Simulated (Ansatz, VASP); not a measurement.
**Rb3Sn in VASP and in Ansatz**

```xyz
4
Lattice="0.0000 4.6586 4.6586 4.6586 0.0000 4.6586 4.6586 4.6586 0.0000" Properties=species:S:1:pos:R:3 pbc="T T T"
Rb    2.3293    2.3293    2.3293
Rb    6.9879    6.9879    6.9879
Rb    4.6586    4.6586    4.6586
Sn    0.0000    0.0000    0.0000
```

Alike in both runs: task single point; functional PBE; k mesh 4 × 4 × 4; occupations gaussian, width 0.1 eV; collinear spin.

|  | VASP | Ansatz |
| --- | --- | --- |
| version | VASP 6.6.1 | Ansatz 0.2.0 |
| potentials or method | VASP PAW PBE potentials, release 64 (Rb_sv, Sn_d), cutoff 520 eV | scalar-relativistic, plane waves, PAW |
| valence electrons in the cell | 41 | 41 |

```csv
,VASP,Ansatz,Ansatz less VASP
gap on the k mesh at the Fermi level (eV),none,none,-
pressure (GPa),0.1,0.1,0.00
net moment per atom (μB),0.26,0.26,0.000
size of the moment on the site where the two differ most (μB),0.32,0.59,+0.270
```

Site moments also hang on the region over which each program counts them. A gap of «none» marks a metal or a gap that the smearing closes.
